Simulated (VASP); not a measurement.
Here is a VASP 6.6.1 calculation.

File INCAR:

```
SYSTEM = LiH
ALGO     = Normal         ! electronic algorithm
EDIFF    = 1E-6           ! SCF threshold, eV
ENCUT    = 520            ! plane-wave cutoff, eV
GGA      = PE             ! functional
ISIF     = 2              ! what is computed and relaxed
ISMEAR   = 0              ! smearing method
LASPH    = .True.         ! aspherical terms in the spheres
LCHARG   = .False.        ! write CHGCAR
LREAL    = .False.        ! projectors in reciprocal space
LWAVE    = .False.        ! write WAVECAR
NBANDS   = 9              ! bands
NELM     = 80             ! most SCF steps
PREC     = Accurate       ! precision mode
SIGMA    = 0.01           ! smearing width, eV
```

Contents of KPOINTS:

```
k-points
0
Gamma
  6 6 6
  0 0 0
```

Contents of POSCAR:

```
LiH
1.0
    0.0000000000      2.1087566371      2.1087566371
    2.1087566371      0.0000000000      2.1087566371
    2.1087566371      2.1087566371      0.0000000000
Li H
1 1
Direct
    0.0000000000      0.0000000000      0.0000000000
    0.2500000000      0.2500000000      0.2500000000
```

Potentials or basis: VASP PAW PBE potentials, release 64 (Li_sv, H).

Launch:

```bash
$ cat potpaw_PBE.64/Li_sv/POTCAR potpaw_PBE.64/H/POTCAR > POTCAR
$ mpirun -np 1 vasp_std > vasp.out
```

(1) Predict the band gap on the k mesh.

## Answers

(1) 4.38 eV, indirect (least direct gap 5.40 eV).

Caveat: the k points lie up to 0.43 Å⁻¹ apart.
